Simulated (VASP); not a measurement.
Wanted: the native input for a VASP 6.6.1 run.

```
Task                   : single point
Functional             : PBE
Potentials or basis    : VASP PAW PBE potentials, release 64 (Ti_sv, O)
Cutoff                 : 520 eV
k mesh                 : 6 × 6 × 8
Occupations            : fermi-dirac, width 0.02 eV
Spin                   : no spin polarisation
Dipole correction      : no
Further INCAR settings : ALGO = Normal; EDIFF = 1e-06; NBANDS = 33
```

The structure of TiO2 lies in POSCAR:

```
TiO2
1.0
    4.5968534940      0.0000000000      0.0000000000
    0.0000000000      4.5968534940      0.0000000000
    0.0000000000      0.0000000000      2.9830261793
Ti O
2 4
Direct
    0.0000000000      0.0000000000      0.0000000000
    0.5000000000      0.5000000000      0.5000000000
    0.3049811633      0.3049811633      0.0000000000
    0.1950188367      0.8049811633      0.5000000000
    0.8049811633      0.1950188367      0.5000000000
    0.6950188367      0.6950188367      0.0000000000
```

This cell differs from its parent crystal: uniaxial z strain +1.0%.

These files were run (other wordings do the same):

INCAR

```
  PREC = Accurate
  ENCUT = 520
  EDIFF = 1E-6
  ISMEAR = -1
  SIGMA = 0.02
  LREAL = False
  LASPH = True
  NELM = 80
  ALGO = Normal
  ISIF = 2
  LWAVE = False
  LCHARG = False
  GGA = PE
  NBANDS = 33
```

KPOINTS

```
regular mesh
0
Gamma
  6 6 8
```

Potentials or basis: VASP PAW PBE potentials, release 64 (Ti_sv, O).

Run with:

```console
$ cat potpaw_PBE.64/Ti_sv/POTCAR potpaw_PBE.64/O/POTCAR > POTCAR
$ mpirun -np 1 vasp_std > vasp.out
```

Results of the run:

- Pressure: 3.1 GPa
- Largest force: 0.070 eV/Å
- Band gap on the k mesh: 1.83 eV, direct

Caveat: the cell differs from its parent crystal (uniaxial z strain +1.0%).

Run time: 41 s on 1 thread of Intel(R) Xeon(R) 6975P-C (Granite Rapids), with other jobs on the host, peak memory 0.22 GiB.
